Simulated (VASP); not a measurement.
Here is a VASP 6.6.1 calculation.

Contents of POSCAR:

```
TaN
1.0
    5.1829391724      0.0000000000      0.0000000000
   -2.5914695862      4.4885569896      0.0000000000
    0.0000000000      0.0000000000      2.9027506427
Ta N
3 3
Direct
    0.3333333333      0.6666666667      0.5000000000
    0.6666666667      0.3333333333      0.5000000000
    0.0000000000      0.0000000000      0.0000000000
    0.3927800189      0.0000000000      0.0000000000
    0.6072199811      0.6072199811      0.0000000000
    0.0000000000      0.3927800189      0.0000000000
```

Contents of INCAR.step1:

```
  PREC = Accurate
  ENCUT = 520
  ISMEAR = 0
  SIGMA = 0.1
  LREAL = False
  LASPH = True
  NELM = 60
  NBANDS = 33
  GGA = PE
  ALGO = Normal
  EDIFF = 1E-4
  LWAVE = True
  LCHARG = False
```

Contents of INCAR.step2:

```
  PREC = Accurate
  ENCUT = 520
  EDIFF = 1E-6
  ISMEAR = 0
  SIGMA = 0.1
  LREAL = False
  LASPH = True
  NELM = 60
  ALGO = Normal
  ISIF = 2
  LWAVE = False
  LCHARG = False
  METAGGA = R2SCAN
  LMIXTAU = True
  NBANDS = 33
  ISTART = 1
```

The input KPOINTS:

```
Automatic mesh
0
Gamma
  12 12 12
```

Potentials or basis: VASP PAW PBE potentials, release 64 (Ta_pv, N).

The run is started by

```console
$ cat potpaw_PBE.64/Ta_pv/POTCAR potpaw_PBE.64/N/POTCAR > POTCAR
$ cp INCAR.step1 INCAR
$ mpirun -np 1 vasp_std > vasp.out
$ cp INCAR.step2 INCAR
$ mpirun -np 1 vasp_std > vasp.out
```

Question: Estimate the pressure.

Answer: 4.6 GPa.

Question: Predict the largest force.

Answer: 0.009 eV/Å.

Question: Predict the band gap on the k mesh.

Answer: Zero (band 24 reaches 10.42 eV, above the bottom of band 25 at 7.11 eV).

Stress tensor (GPa, compression positive):
```
4.70 0.00 0.00
0.00 4.70 0.00
0.00 0.00 4.54
```

Caveat: the PAW data sets were made with another functional, which shifts forces and pressure a little; spin-orbit coupling is left out, which moves the levels of the heavy elements.
